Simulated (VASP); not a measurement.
The system is PbF2.

```xyz
12
Lattice="6.4269 0.0000 0.0000 0.0000 3.8910 0.0000 0.0000 0.0000 7.6357" Properties=species:S:1:pos:R:3 pbc="T T T"
Pb    4.7863    2.9182    0.8117
Pb    1.6406    0.9727    6.8241
Pb    4.8541    0.9727    4.6296
Pb    1.5728    2.9182    3.0062
F     0.9058    2.9182    0.5096
F     5.5211    0.9727    7.1262
F     2.3077    0.9727    4.3275
F     4.1192    2.9182    3.3083
F     3.3805    2.9182    6.4366
F     3.0464    0.9727    1.1991
F     6.2598    0.9727    2.6187
F     0.1671    2.9182    5.0170
```

Base run:

```yaml
Program: VASP 6.6.1
Functional: r2SCAN
Potentials_or_basis: VASP PAW PBE potentials, release 64 (Pb_d, F)
Cutoff: 520 eV
k_mesh: 4 × 6 × 3
Occupations: fermi-dirac, width 0.02 eV
Spin: no spin polarisation
```

Its results: band gap on the k mesh 4.74 eV, indirect (least direct gap 5.01 eV); pressure -0.4 GPa; largest force 0.051 eV/Å.

The run is repeated on the same cell with these changes: functional from r2SCAN to PBE; further incar settings from ALGO = Normal; EDIFF = 1e-08; NBANDS = 68 to ALGO = Normal; EDIFF = 1e-06; NBANDS = 68. What comes out?

Band gap on the k mesh 4.29 eV, indirect (least direct gap 4.56 eV); pressure 2.9 GPa; largest force 0.013 eV/Å.

Caveats: spin-orbit coupling is left out, which moves the levels of the heavy elements; the PAW data sets were made with another functional, which shifts forces and pressure a little (some runs).

A k mesh can miss the band edges.
